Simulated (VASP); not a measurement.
# Rb (I4/mmm) in VASP: a series of runs, part 2 of 2

VASP 6.6.1. The steps go on from the part before.

### 4 Relaxation of cell and atoms, PBE

This run uses another cell than the first one, of 95.35 Å³/atom, 1.048 times its volume.

File INCAR:

```
PREC     = Accurate       # precision mode
ENCUT    = 600            # plane-wave cutoff, eV
EDIFF    = 1E-7           # SCF threshold, eV
ISMEAR   = 0              # smearing method
SIGMA    = 0.1            # smearing width, eV
LREAL    = False          # projectors in reciprocal space
LASPH    = True           # aspherical terms in the spheres
NELM     = 100            # most SCF steps
ALGO     = Normal         # electronic algorithm
ISIF     = 3              # what is computed and relaxed
LWAVE    = False          # write WAVECAR
LCHARG   = False          # write CHGCAR
GGA      = PE             # functional
IBRION   = 2              # ionic algorithm
NSW      = 100            # ionic steps
EDIFFG   = -0.005         # ionic threshold
```

File KPOINTS:

```
regular mesh
0
Gamma
  10 10 10
```

File POSCAR:

```
Rb
1.0
   -2.9545118615      2.9545118615      2.7308451955
    2.9545118615     -2.9545118615      2.7308451955
    2.9545118615      2.9545118615     -2.7308451955
Rb
1
Direct
    0.0000000000      0.0000000000      0.0000000000
```

Potentials or basis: VASP PAW PBE potentials, release 64 (Rb_sv).

On the command line:

```sh
cat potpaw_PBE.64/Rb_sv/POTCAR > POTCAR
mpirun -np 1 vasp_std > vasp.out
```

OUTCAR:

```text
PREC = Accurate
   ENCUT = 600
   EDIFF = 1E-7
   ISMEAR = 0
   LREAL = False
   LASPH = True
   NELM = 100
   ISIF = 3
   GGA = PE
   IBRION = 2
   NSW = 100
   EDIFFG = -0.005

 ion  position               nearest neighbor table
   1  0.000  0.000  0.000-

  LATTYP: Found a body centered tetragonal cell.
 ALAT       =     5.9090237230
 C/A-ratio  =     0.9242965754

  Lattice vectors:

 A1 = (  -2.9545118615,   2.9545118615,   2.7308451955)
 A2 = (   2.9545118615,  -2.9545118615,   2.7308451955)
 A3 = (   2.9545118615,   2.9545118615,  -2.7308451955)

Analysis of symmetry for initial positions (statically):
=====================================================================
 Subroutine PRICEL returns:
 Original cell was already a primitive cell.

 Routine SETGRP: Setting up the symmetry group for a
 body centered tetragonal supercell.

 Subroutine GETGRP returns: Found 16 space group operations
 (whereof 16 operations were pure point group operations)
 out of a pool of 16 trial point group operations.

The static configuration has the point symmetry D_4h.

Analysis of symmetry for dynamics (positions and initial velocities):
=====================================================================
 Subroutine PRICEL returns:
 Original cell was already a primitive cell.

 Routine SETGRP: Setting up the symmetry group for a
 body centered tetragonal supercell.

 Subroutine GETGRP returns: Found 16 space group operations
 (whereof 16 operations were pure point group operations)
 out of a pool of 16 trial point group operations.

The dynamic configuration has the point symmetry D_4h.

 Subroutine INISYM returns: Found 16 space group operations
 (whereof 16 operations are pure point group operations),
 and found     1 'primitive' translations

----------------------------------------------------------------------------------------

                                     Primitive cell

  volume of cell :      95.3517

  direct lattice vectors                    reciprocal lattice vectors
    -2.954511861  2.954511861  2.730845196     0.000000000  0.169232693  0.183093498
     2.954511861 -2.954511861  2.730845196     0.169232693  0.000000000  0.183093498
     2.954511861  2.954511861 -2.730845196     0.169232693  0.169232693  0.000000000

  length of vectors
     4.991572514  4.991572514  4.991572514     0.249324956  0.249324956  0.239331170

  position of ions in fractional coordinates (direct lattice)
     0.000000000  0.000000000  0.000000000

  ion indices of the primitive-cell ions
   primitive index   ion index
                 1           1

----------------------------------------------------------------------------------------

 KPOINTS: regular mesh

Automatic generation of k-mesh.
 Grid dimensions read from file:
 generate k-points for:   10   10   10

 Generating k-lattice:

  Cartesian coordinates                     Fractional coordinates (reciprocal lattice)
     0.000000000  0.016923269  0.018309350     0.100000000  0.000000000  0.000000000
     0.016923269  0.000000000  0.018309350     0.000000000  0.100000000  0.000000000
     0.016923269  0.016923269  0.000000000     0.000000000  0.000000000  0.100000000

  Length of vectors
     0.024932496  0.024932496  0.023933117

  Shift w.r.t. Gamma in fractional coordinates (k-lattice)
     0.000000000  0.000000000  0.000000000

 Subroutine IBZKPT returns following result:
 ===========================================

 Found    102 irreducible k-points:

 Following reciprocal coordinates:
            Coordinates               Weight
  0.000000  0.000000  0.000000      1.000000
  0.100000 -0.000000  0.000000      8.000000
  0.200000 -0.000000  0.000000      8.000000
  0.300000  0.000000  0.000000      8.000000
  0.400000 -0.000000  0.000000      8.000000
  0.500000 -0.000000  0.000000      4.000000
[... 16 lines left out ...]
  0.300000  0.300000  0.000000      8.000000
  0.400000  0.300000  0.000000     16.000000
 [... further k-points ...]
   k-points           NKPTS =    102   k-points in BZ     NKDIM =    102   number of bands    NBANDS=      8
   number of dos      NEDOS =    301   number of ions     NIONS =      1
   total plane-waves  NPLWV =  64000
   dimension x,y,z NGX =    40 NGY =   40 NGZ =   40
   dimension x,y,z NGXF=    80 NGYF=   80 NGZF=   80
   ions per type =               1
   NGX,Y,Z   is equivalent  to a cutoff of  13.32, 13.32, 13.32 a.u.
   NGXF,Y,Z  is equivalent  to a cutoff of  26.64, 26.64, 26.64 a.u.
 SYSTEM =  unknown system
   PREC   = accura    normal or accurate (medium, high low for compatibility)
   ISTART =      0    job   : 0-new  1-cont  2-samecut
   ICHARG =      2    charge: 1-file 2-atom 10-const
   ISPIN  =      1    spin polarized calculation?
   LNONCOLLINEAR =      F non collinear calculations
   LSORBIT =      F    spin-orbit coupling
   LASPH  =      T    aspherical Exc in radial PAW
   ENCUT  =  600.0 eV  44.10 Ry    6.64 a.u.   9.97  9.97  9.97*2*pi/ulx,y,z
   NELM   =    100;   NELMIN=  2; NELMDL= -5     # of ELM steps
   EDIFF  = 0.1E-06   stopping-criterion for ELM
   LREAL  =      F    real-space projection
   EDIFFG = -.5E-02   stopping-criterion for IOM
   NSW    =    100    number of steps for IOM
   IBRION =      2    ionic relax: 0-MD 1-quasi-New 2-CG
   NFREE  =      1    steps in history (QN), initial steepest desc. (CG)
   ISIF   =      3    stress and relaxation
   ISYM   =      2    0-nonsym 1-usesym 2-fastsym
   POTIM  = 0.5000    time-step for ionic-motion
   TEBEG  =    0.0;   TEEND  =   0.0 temperature during run
   PSTRESS=    0.0 pullay stress
   NELECT =       9.0000    total number of electrons
   NUPDOWN=      -1.0000    fix difference up-down
   EMIN   =  10.00;   EMAX   =-10.00  energy-range for DOS
   EFERMI =   0.00;   METHOD = LEGACY
   ISMEAR =     0;   SIGMA  =   0.10  broadening in eV -4-tet -1-fermi 0-gaus
   EFERMI_NEDOS =   21; number of points for ismear=-14 and -15
   IALGO  =     38    algorithm
   IMIX   =      4    mixing-type and parameters
     AMIX     =   0.40;   BMIX     =  1.00
     AMIX_MAG =   1.60;   BMIX_MAG =  1.00
  volume/ion in A,a.u.               =      95.35       643.47
  Fermi-wavevector in a.u.,A,eV,Ry     =   0.745383  1.408570  7.559340  0.555596
  Thomas-Fermi vector in A             =   1.840957
   LORBIT       =      0    0 simple, 1 ext, 2 COOP (PROOUT), +10 PAW based schemes
   GGA     = PE    functional components
   LHFCALC =     F    Hartree Fock is set to
   AEXX    =    0.0000 exact exchange contribution
   IVDW    =     0    specifies the selected vdW correction
   LEPSILON=     F    determine dielectric tensor
   LRPA    =     F    only Hartree local field effects (RPA)
 conjugate gradient relaxation of ions
 non-spin polarized calculation
 Gauss-broadening in eV      SIGMA  =   0.10
  energy-cutoff  :      600.00
  volume of cell :       95.35
 maximum number of plane-waves:      3203
   NGX = 19   NGY = 19   NGZ = 19

--------------------------------------- Ionic step        1  -------------------------------------------

 number of electron       9.0000000 magnetization

 Free energy of the ion-electron system (eV)
  ---------------------------------------------------
  ext. energy  EPLUGINS =         0.00000000
  ---------------------------------------------------
  free energy    TOTEN  =        -0.93464009 eV

  energy without entropy =       -0.92923914  energy(sigma->0) =       -0.93193962

------------------------ aborting loop because EDIFF is reached ----------------------------------------

  FORCE on cell =-STRESS in cart. coord.  units (eV):
  Direction    XX          YY          ZZ          XY          YZ          ZX
  --------------------------------------------------------------------------------------
  -------------------------------------------------------------------------------------
  Total       -0.0690885     -0.0690885     -0.0581591      0.0000000      0.0000000      0.0000000
  in kB       -1.1608808     -1.1608808     -0.9772364      0.0000000      0.0000000      0.0000000
  external PRESSURE =      -1.0996660 kB  Pullay stress =       0.0000000 kB
[... 92 lines left out ...]
--------------------------------------- Ionic step        4  -------------------------------------------

 number of electron       9.0000000 magnetization

 E-fermi :   0.0582     XC(G=0):  -5.5242

 val. band max:        0.0443240699   @ k =   0.5000   0.2000   0.0000
 cond. band min:       0.0607868873   @ k =  -0.4000   0.4000   0.2000
 fundamental gap:      0.0164628174
 Fermi energy:         0.0582239366

 k-point     1 :       0.0000    0.0000    0.0000
  band No.  band energies     occupation
      1     -28.8248      2.00000
      2     -12.8646      2.00000
      3     -12.8646      2.00000
      4     -12.8644      2.00000
      5      -1.9378      2.00000
      6       3.5179      0.00000
      7       3.9185      0.00000
      8       3.9185      0.00000
[... 427 lines left out ...]
--------------------------------------- Ionic step        9  -------------------------------------------

 number of electron       9.0000000 magnetization

 Free energy of the ion-electron system (eV)
  ---------------------------------------------------
  ext. energy  EPLUGINS =         0.00000000
  ---------------------------------------------------
  free energy    TOTEN  =        -0.93615593 eV

  energy without entropy =       -0.93071166  energy(sigma->0) =       -0.93343379

 E-fermi :  -0.0002     XC(G=0):  -5.4600

 val. band max:       -0.0152576474   @ k =   0.5000   0.2000   0.0000
 cond. band min:       0.0086262359   @ k =  -0.4000   0.4000   0.2000
 fundamental gap:      0.0238838833
 Fermi energy:        -0.0001519141

 k-point     1 :       0.0000    0.0000    0.0000
  band No.  band energies     occupation
      1     -28.8983      2.00000
      2     -12.9408      2.00000
      3     -12.9408      2.00000
      4     -12.9408      2.00000
      5      -1.9626      2.00000
      6       3.4616      0.00000
      7       3.8140      0.00000
      8       3.8140      0.00000
[... 281 lines left out ...]
  FREE ENERGIE OF THE ION-ELECTRON SYSTEM (eV)
  ---------------------------------------------------
  free  energy   TOTEN  =        -0.9361559279 eV

  energy  without entropy=       -0.9307116590  energy(sigma->0) =       -0.93343379

 reached required accuracy - stopping structural energy minimisation
```

Wall time 7 min (1 thread of Intel Xeon Platinum 8259CL at 2.50GHz (Skylake/Cascade Lake), shared host); peak memory 0.31 GiB.

Results:

```yaml
Free_energy: -0.9362 eV
Relaxed_volume: 91.24 Å³/atom
Relaxed_cell: a = 4.917 Å, b = 4.917 Å, c = 4.917 Å, α = 107.71°, β = 107.71°, γ = 113.06°
Space_group_after_relaxing_to_0.05_Å: I4/mmm (No. 139)
Energy_gained_by_relaxing: 1.5 meV/atom
Ionic_steps: 9
Pressure_after_relaxing: 0.0 GPa
```

The path:
```
step  energy change (eV)  largest force (eV/Å)  pressure (GPa)  volume (Å³)
   1              0.0000                0.0000           -0.11        95.35
   2             -0.0006                0.0000           -0.09        94.45
   3             -0.0013                0.0000           -0.04        92.56
   4             -0.0009                0.0000            0.08        88.85
   5             -0.0015                0.0000            0.00        91.32
   6             -0.0015                0.0000            0.00        91.24
   7             -0.0015                0.0000            0.00        91.24
   8             -0.0015                0.0000            0.00        91.24
   9             -0.0015                0.0000            0.00        91.24
```

Final structure:
```
CELL_PARAMETERS angstrom
-2.90035 2.90035 2.71158
2.90035 -2.90035 2.71158
2.90035 2.90035 -2.71158
ATOMIC_POSITIONS crystal
Rb 0.00000 0.00000 0.00000
```
